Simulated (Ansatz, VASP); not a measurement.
## Two plane-wave programs on Mo

```
Mo
1.0
     0.00000    2.00152    2.00152
     2.00152    0.00000    2.00152
     2.00152    2.00152    0.00000
Mo
1
Cartesian
  0.0000 0.0000 0.0000
```

Alike in both runs: functional PBE; k mesh 14 × 14 × 14; occupations fermi-dirac, width 0.1 eV; no spin polarisation.

Ansatz relaxed the structure, and its values are those at the end. VASP's run is a single point on that final structure, the one shown.

|  | VASP | Ansatz |
| --- | --- | --- |
| version | VASP 6.6.1 | Ansatz 0.2.0 |
| potentials or method | VASP PAW PBE potentials, release 64 (Mo_sv), cutoff 520 eV | plane waves (420 eV) with PAW, scalar-relativistic |
| valence electrons in the cell | 14 | 14 |

VASP gave:

* pressure (GPa): 0.4

Task: Which values does Ansatz return?

Result: Pressure (GPa): 0.0.
